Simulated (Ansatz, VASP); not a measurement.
**Two plane-wave programs on AlInSbN2**

```
CELL_PARAMETERS angstrom
3.20457 0.00000 0.00000
-1.60228 2.77524 0.00000
0.00000 0.00000 9.20956
ATOMIC_POSITIONS crystal
Al 0.00000 0.00000 0.36076
In 0.33333 0.66667 0.04885
Sb 0.66667 0.33333 0.70296
N 0.66667 0.33333 0.31200
N 0.00000 0.00000 0.57543
```

Change from the starting cell: species swapped into the TbZnAgAs2 type (P3m1, No. 156).

Alike in both runs: functional PBE; k mesh 6 × 6 × 4; occupations gaussian, width 0.1 eV; no spin polarisation.

Ansatz relaxed the structure, and its values are those at the end. VASP's run is a single point on that final structure, the one shown.

|  | VASP | Ansatz |
| --- | --- | --- |
| version | VASP 6.6.1 | Ansatz 0.2.0 |
| potentials or method | VASP PAW PBE potentials, release 64 (Al, In_d, Sb, N), cutoff 520 eV | scalar-relativistic, plane waves, PAW |
| valence electrons in the cell | 31 | 41 |

|  | VASP | Ansatz | Ansatz less VASP |
| --- | --- | --- | --- |
| gap on the k mesh at the Fermi level (eV) | none | none | - |
| pressure (GPa) | -0.1 | 0.0 | +0.15 |
| rms of the force components (eV/Å) | 0.010 | 0.010 | -0.0007 |

A gap of «none» marks a metal or a gap that the smearing closes. The functional is the same, so the differences come from potentials, cutoffs and numerics. VASP's potentials hold 31 valence electrons a cell and Ansatz's 41, so a difference there can come from the potentials and not from the codes.

The k mesh is coarse, so the values compare programs but aren't converged. Neither program's run includes spin-orbit coupling.
